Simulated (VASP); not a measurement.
# Mg (P6_3/mmc) in VASP: further runs

The runs below take Mg through single point, relaxation of cell and atoms, with r2SCAN+rVV10.

All numbers are computed with VASP 6.6.1; they aren't measurements. Logs are shortened: lines on timing, memory, paths and dates and some standing lists are left out, and cuts for length are marked.

## 1. The cell of the first run

Symmetry: P6_3/mmc, No. 194, hexagonal system. Conventional cell: a = 3.189 Å, b = 3.189 Å, c = 5.098 Å, α = 90.00°, β = 90.00°, γ = 120.00°. Within 4.1 Å of Mg (site symmetry -6m2) lie 12 Mg at 3.14 to 3.19 Å.

## 2. Single point, r2SCAN+rVV10

File POSCAR:

```
Mg
1.0
    3.1886431456      0.0000000000      0.0000000000
   -1.5943215728      2.7614459677      0.0000000000
    0.0000000000      0.0000000000      5.0977045061
Mg
2
Direct
    0.3333333333      0.6666666667      0.2500000000
    0.6666666667      0.3333333333      0.7500000000
```

File INCAR.step1:

```
  PREC = Accurate
  ENCUT = 520
  ISMEAR = 0
  SIGMA = 0.1
  LREAL = False
  LASPH = True
  NELM = 100
  NBANDS = 9
  GGA = PE
  ALGO = Normal
  EDIFF = 1E-4
  LWAVE = True
  LCHARG = False
```

File INCAR.step2:

```
  PREC = Accurate
  ENCUT = 520
  EDIFF = 1E-7
  ISMEAR = 0
  SIGMA = 0.1
  LREAL = False
  LASPH = True
  NELM = 100
  ALGO = Normal
  ISIF = 2
  LWAVE = False
  LCHARG = False
  METAGGA = R2SCAN
  LMIXTAU = True
  LUSE_VDW = True
  IVDW_NL = 2
  BPARAM = 11.95
  CPARAM = 0.0093
  NBANDS = 9
  ISTART = 1
```

File KPOINTS:

```
regular mesh
0
Gamma
  15 15 8
```

Potentials or basis: VASP PAW PBE potentials, release 64 (Mg).

The run is started by

```
cat potpaw_PBE.64/Mg/POTCAR > POTCAR
cp INCAR.step1 INCAR
mpirun -np 1 vasp_std > vasp.out
cp INCAR.step2 INCAR
mpirun -np 1 vasp_std > vasp.out
```

OUTCAR:

```text
PREC = Accurate
   ENCUT = 520
   EDIFF = 1E-7
   ISMEAR = 0
   LREAL = False
   LASPH = True
   NELM = 100
   ISIF = 2
   METAGGA = R2SCAN
   IVDW_NL = 2
   BPARAM = 11.95
   ISTART = 1

 ion  position               nearest neighbor table
   1  0.333  0.667  0.250-   2 3.14   2 3.14   2 3.14   2 3.14   2 3.14   2 3.14
   2  0.667  0.333  0.750-   1 3.14   1 3.14   1 3.14   1 3.14   1 3.14   1 3.14

  LATTYP: Found a hexagonal cell.
 ALAT       =     3.1886431456
 C/A-ratio  =     1.5987064947

  Lattice vectors:

 A1 = (   3.1886431456,   0.0000000000,   0.0000000000)
 A2 = (  -1.5943215728,   2.7614459677,   0.0000000000)
 A3 = (   0.0000000000,   0.0000000000,   5.0977045061)

Analysis of symmetry for initial positions (statically):
=====================================================================
 Subroutine PRICEL returns:
 Original cell was already a primitive cell.

 Routine SETGRP: Setting up the symmetry group for a
 hexagonal supercell.

 Subroutine GETGRP returns: Found 24 space group operations
 (whereof 12 operations were pure point group operations)
 out of a pool of 24 trial point group operations.

The static configuration has the point symmetry D_3d.
 The point group associated with its full space group is D_6h.

Analysis of symmetry for dynamics (positions and initial velocities):
=====================================================================
 Subroutine PRICEL returns:
 Original cell was already a primitive cell.

 Routine SETGRP: Setting up the symmetry group for a
 hexagonal supercell.

 Subroutine GETGRP returns: Found 24 space group operations
 (whereof 12 operations were pure point group operations)
 out of a pool of 24 trial point group operations.

The dynamic configuration has the point symmetry D_3d.
 The point group associated with its full space group is D_6h.

 Subroutine INISYM returns: Found 24 space group operations
 (whereof 12 operations are pure point group operations),
 and found     1 'primitive' translations

----------------------------------------------------------------------------------------

                                     Primitive cell

  volume of cell :      44.8866

  direct lattice vectors                    reciprocal lattice vectors
     3.188643146  0.000000000  0.000000000     0.313613018  0.181064560  0.000000000
    -1.594321573  2.761445968  0.000000000     0.000000000  0.362129121  0.000000000
[... 92 lines left out ...]
   ISYM   =      2    0-nonsym 1-usesym 2-fastsym
   POTIM  = 0.5000    time-step for ionic-motion
   TEBEG  =    0.0;   TEEND  =   0.0 temperature during run
   PSTRESS=    0.0 pullay stress
   NELECT =       4.0000    total number of electrons
   NUPDOWN=      -1.0000    fix difference up-down
   EMIN   =  10.00;   EMAX   =-10.00  energy-range for DOS
   EFERMI =   0.00;   METHOD = LEGACY
   ISMEAR =     0;   SIGMA  =   0.10  broadening in eV -4-tet -1-fermi 0-gaus
   EFERMI_NEDOS =   21; number of points for ismear=-14 and -15
   IALGO  =     38    algorithm
   IMIX   =      4    mixing-type and parameters
     AMIX     =   0.40;   BMIX     =  1.00
     AMIX_MAG =   1.60;   BMIX_MAG =  1.00
  volume/ion in A,a.u.               =      22.44       151.46
  Fermi-wavevector in a.u.,A,eV,Ry     =   0.731233  1.381830  7.275058  0.534702
  Thomas-Fermi vector in A             =   1.823399
   LORBIT       =      0    0 simple, 1 ext, 2 COOP (PROOUT), +10 PAW based schemes
   METAGGA = R2SCAN    functional components
   LHFCALC =     F    Hartree Fock is set to
   AEXX    =    0.0000 exact exchange contribution
   IVDW_NL    =     2    kernel type
   BPARAM     =11.9500
   IVDW    =     0    specifies the selected vdW correction
   LEPSILON=     F    determine dielectric tensor
   LRPA    =     F    only Hartree local field effects (RPA)
 non-spin polarized calculation
 Gauss-broadening in eV      SIGMA  =   0.10
  energy-cutoff  :      520.00
  volume of cell :       44.89
 maximum number of plane-waves:      1226
 NGX is ok and might be reduce to    24
   NGX = 11   NGY = 11   NGZ = 19

 number of electron       4.0000000 magnetization

 Free energy of the ion-electron system (eV)
  ---------------------------------------------------
  ext. energy  EPLUGINS =         0.00000000
  ---------------------------------------------------
  free energy    TOTEN  =        -8.06093799 eV

  energy without entropy =       -8.05716376  energy(sigma->0) =       -8.05905087

 E-fermi :   2.7549     XC(G=0):  -9.1197

 val. band max:        2.7381707732   @ k =   0.1333   0.1333   0.0000
 cond. band min:       2.8160867908   @ k =   0.2000   0.0667   0.0000
 fundamental gap:      0.0779160177
 Fermi energy:         2.7548506932

 k-point     1 :       0.0000    0.0000    0.0000
  band No.  band energies     occupation
      1      -4.7340      2.00000
      2       0.9030      2.00000
      3       1.7099      2.00000
      4      14.4169      0.00000
      5      14.4169      0.00000
      6      14.5834      0.00000
      7      14.5834      0.00000
      8      15.5535      0.00000
      9      17.2614      0.00000
[... 265 lines left out ...]
 k-point    24 :       0.4000    0.2000    0.0000
  band No.  band energies     occupation
      1       0.8980      2.00000
      2       1.0678      2.00000
      3       4.7083      0.00000
      4       6.1989      0.00000
      5       6.5168      0.00000
      6       7.0107      0.00000
      7       8.7651      0.00000
      8      10.3214      0.00000
      9      11.8830      0.00000

 [... further k-points ...]

------------------------ aborting loop because EDIFF is reached ----------------------------------------

  FORCE on cell =-STRESS in cart. coord.  units (eV):
  Direction    XX          YY          ZZ          XY          YZ          ZX
  --------------------------------------------------------------------------------------
  -------------------------------------------------------------------------------------
  Total       -0.0705925     -0.0705925     -0.0733683      0.0000000      0.0000000      0.0000000
  in kB       -2.5197173     -2.5197173     -2.6187977      0.0000000      0.0000000      0.0000000
  external PRESSURE =      -2.5527441 kB  Pullay stress =       0.0000000 kB

 VOLUME and BASIS-vectors are now :
 -----------------------------------------------------------------------------
  energy-cutoff  :      520.00
  volume of cell :       44.89
      direct lattice vectors                 reciprocal lattice vectors
     3.188643146  0.000000000  0.000000000     0.313613018  0.181064560  0.000000000
    -1.594321573  2.761445968  0.000000000     0.000000000  0.362129121  0.000000000
     0.000000000  0.000000000  5.097704506     0.000000000  0.000000000  0.196166725

 POSITION                                       TOTAL-FORCE (eV/Angst)
 -----------------------------------------------------------------------------------
     -0.00000      1.84096      1.27443         0.000000      0.000000      0.000000
      1.59432      0.92048      3.82328        -0.000000     -0.000000      0.000000
 -----------------------------------------------------------------------------------
    total drift:                               -0.000000      0.000000     -0.000000

  FREE ENERGIE OF THE ION-ELECTRON SYSTEM (eV)
  ---------------------------------------------------
  free  energy   TOTEN  =        -8.0609379879 eV

  energy  without entropy=       -8.0571637619  energy(sigma->0) =       -8.05905087
```

OUTCAR.step1:

```text
PREC = Accurate
   ENCUT = 520
   ISMEAR = 0
   LREAL = False
   LASPH = True
[... 513 lines left out ...]
     -0.00000      1.84096      1.27443        -0.000000     -0.000000      0.000000
      1.59432      0.92048      3.82328         0.000000      0.000000      0.000000
 -----------------------------------------------------------------------------------
    total drift:                               -0.000000      0.000000     -0.000000

  FREE ENERGIE OF THE ION-ELECTRON SYSTEM (eV)
  ---------------------------------------------------
  free  energy   TOTEN  =        -3.0132575268 eV

  energy  without entropy=       -3.0084907897  energy(sigma->0) =       -3.01087416
```

OSZICAR.step1:

```text
N       E                     dE             d eps       ncg     rms          rms(c)
DAV:   1    -0.275059358427E+00   -0.27506E+00   -0.12476E+03  2430   0.309E+02
DAV:   2    -0.299090415980E+01   -0.27158E+01   -0.26569E+01  3288   0.273E+01
DAV:   3    -0.302686126163E+01   -0.35957E-01   -0.35829E-01  3153   0.264E+00
DAV:   4    -0.302697080476E+01   -0.10954E-03   -0.10954E-03  3076   0.144E-01
DAV:   5    -0.302697136889E+01   -0.56413E-06   -0.56421E-06  3090   0.988E-03    0.961E-01
DAV:   6    -0.302072589203E+01    0.62455E-02   -0.54204E-04  2817   0.185E-01    0.615E-01
DAV:   7    -0.301324631016E+01    0.74796E-02   -0.21020E-03  2537   0.319E-01    0.337E-02
DAV:   8    -0.301325752679E+01   -0.11217E-04   -0.14403E-05  1957   0.234E-02
   1 F= -.30132575E+01 E0= -.30108742E+01  d E =-.476674E-02
```

Run time: 73 s. Hardware: 1 thread of Intel Xeon 6975P-C (Granite Rapids), shared host; peak memory 0.3 GiB.

Results:

* Free energy: -8.0609 eV
* Pressure: -0.3 GPa
* Band gap on the k mesh: zero (bands 2 and 3 overlap by 1.95 eV)

Caveat: the PAW data sets were made with another functional, which shifts forces and pressure a little.

## 3. Relaxation of cell and atoms, r2SCAN+rVV10

This run uses another cell than the first one, of 22.59 Å³/atom.

File POSCAR:

```
Mg
1.0
    3.1800000000      0.0000000000      0.0000000000
   -1.5900000000      2.7539608000      0.0000000000
    0.0000000000      0.0000000000      5.1600000000
Mg
2
Direct
    0.3333333000      0.6666667000      0.2500000000
    0.6666667000      0.3333333000      0.7500000000
```

File INCAR.step1:

```
ALGO = Normal ; EDIFF = 1E-4
ENCUT = 600 ; GGA = PE
ISMEAR = 0 ; LASPH = True
LCHARG = False ; LREAL = False
LWAVE = True ; NELM = 100
PREC = Accurate ; SIGMA = 0.1
```

File INCAR.step2:

```
ALGO = Normal ; BPARAM = 11.95
CPARAM = 0.0093 ; EDIFF = 1E-6
EDIFFG = -0.002 ; ENCUT = 600
IBRION = 2 ; ISIF = 3
ISMEAR = 0 ; ISTART = 1
IVDW_NL = 2 ; LASPH = True
LCHARG = False ; LMIXTAU = True
LREAL = False ; LUSE_VDW = True
LWAVE = False ; METAGGA = R2SCAN
NELM = 100 ; NSW = 100
PREC = Accurate ; SIGMA = 0.1
```

File KPOINTS:

```
k-points
0
Gamma
  15 15 8
```

Potentials or basis: VASP PAW PBE potentials, release 64 (Mg).

The run is started by

```
cat potpaw_PBE.64/Mg/POTCAR > POTCAR
cp INCAR.step1 INCAR
mpirun -np 1 vasp_std > vasp.out
cp INCAR.step2 INCAR
mpirun -np 1 vasp_std > vasp.out
```

It took 4.9 min on 1 thread of Intel Xeon 6975P-C (Granite Rapids), shared host; peak memory 0.35 GiB.

The run converged. Its results:

| Property | Result |
| --- | --- |
| Free energy | -8.0615 eV |
| Relaxed volume | 22.30 Å³/atom |
| Relaxed cell | a = 3.182 Å, b = 3.182 Å, c = 5.086 Å, α = 90.00°, β = 90.00°, γ = 120.00° |
| Space group after relaxing (to 0.1 Å) | P6_3/mmc (No. 194) |
| Energy gained by relaxing | 1.1 meV/atom |
| Ionic steps | 6 |
| Pressure after relaxing | 0.0 GPa |
| Band gap on the k mesh | zero (bands 2 and 3 overlap by 1.95 eV) |

The path:
```
step  energy change (eV)  largest force (eV/Å)  pressure (GPa)  volume (Å³)
   1              0.0000                0.0000           -0.51        45.19
   2             -0.0017                0.0000           -0.11        44.72
   3             -0.0019                0.0000            0.11        44.48
   4             -0.0019                0.0000            0.13        44.46
   5             -0.0021                0.0000            0.06        44.54
   6             -0.0022                0.0000            0.00        44.60
```

Final structure:
```xyz
2
Lattice="3.1820 0.0000 0.0000 -1.5910 2.7557 0.0000 0.0000 0.0000 5.0861" Properties=species:S:1:pos:R:3 pbc="T T T"
Mg    0.0000    1.8371    1.2715
Mg    1.5910    0.9186    3.8146
```

Levels at points of the mesh, in eV from the Fermi level:
```tsv
k point	band 1	band 2	band 3	band 4	band 5
(0.00, 0.00, 0.00)	-7.52	-1.86	-1.04	11.70	11.70
(0.00, 0.00, 0.50)	-5.98	-5.98	5.74	5.74	12.48
```

Caveat: the PAW data sets were made with another functional, which shifts forces and pressure a little.

## 4. Single point, r2SCAN+rVV10

This run uses another cell than the first one, of 22.59 Å³/atom.

POSCAR is that of step 3.

File INCAR.step1:

```
SYSTEM = Mg
PREC = Accurate
ENCUT = 520
ISMEAR = 0
SIGMA = 0.1
LREAL = .False.
LASPH = .True.
NELM = 100
NBANDS = 9
GGA = PE
ALGO = Normal
EDIFF = 1E-4
LWAVE = .True.
LCHARG = .False.
```

File INCAR.step2:

```
SYSTEM = Mg
PREC = Accurate
ENCUT = 520
EDIFF = 1E-6
ISMEAR = 0
SIGMA = 0.1
LREAL = .False.
LASPH = .True.
NELM = 100
ALGO = Normal
ISIF = 2
LWAVE = .False.
LCHARG = .True.
METAGGA = R2SCAN
LMIXTAU = .True.
LUSE_VDW = .True.
IVDW_NL = 2
BPARAM = 11.95
CPARAM = 0.0093
LELF = .True.
LVHAR = .True.
NBANDS = 9
ISTART = 1
```

File KPOINTS:

```
Automatic mesh
0
Gamma
  6 6 4
  0 0 0
```

The run is started by

```
cat potpaw_PBE.64/Mg/POTCAR > POTCAR
cp INCAR.step1 INCAR
mpirun -np 1 vasp_std > vasp.out
cp INCAR.step2 INCAR
mpirun -np 1 vasp_std > vasp.out
```

Wall time 30 s (1 thread of Intel Xeon 6975P-C (Granite Rapids), shared host); peak memory 0.26 GiB.

Results (log left out):

- Free energy: -7.9907 eV
- Pressure: -0.3 GPa
- Band gap on the k mesh: zero (bands 2 and 3 overlap by 1.44 eV)

Stress tensor (GPa, compression positive):
```
-0.66  0.00  0.00
 0.00 -0.66  0.00
 0.00  0.00  0.27
```

Levels at points of the mesh, in eV from the Fermi level:
```csv
k point,band 1,band 2,band 3,band 4,band 5
"(0.00, 0.00, 0.00)",-7.26,-1.73,-0.99,11.99,11.99
"(0.50, 0.00, 0.00)",-2.20,-2.02,3.04,3.32,3.82
"(0.00, 0.00, 0.50)",-5.77,-5.77,5.65,5.65,12.75
"(0.50, 0.00, 0.50)",-1.07,-1.07,-0.19,-0.19,8.78
```

Caveat: the k points lie up to 0.38 Å⁻¹ apart, too coarse for converged energies and pressures of a metal; the PAW data sets were made with another functional, which shifts forces and pressure a little.

## 5. Summary

| task | cell | k mesh | cutoff (eV) | gap on the mesh (eV) | pressure (GPa) |
| --- | --- | --- | --- | --- | --- |
| single point | a = 3.189, b = 3.189, c = 5.098 Å, angles 90.0, 90.0, 120.0°, 2 atoms | 15 × 15 × 8 | 520 | none | -0.3 |
| relaxation of cell and atoms | relaxed from a = 3.180, b = 3.180, c = 5.160 Å, angles 90.0, 90.0, 120.0°, 2 atoms | 15 × 15 × 8 | 600 | none | 0.0 |
| single point | a = 3.180, b = 3.180, c = 5.160 Å, angles 90.0, 90.0, 120.0°, 2 atoms | 6 × 6 × 4 | 520 | none | -0.3 |

Alike in all rows: level r2SCAN+rVV10; potentials or basis VASP PAW PBE potentials, release 64 (Mg); no spin polarisation; smearing gaussian 0.1 eV.

Caveats: some runs use coarse meshes; the PAW data sets were made with another functional, which shifts forces and pressure a little.

Absolute energies hang on the potentials; compare differences alone.

The gap in the log of VASP goes by the Fermi energy; the results here count the filled bands.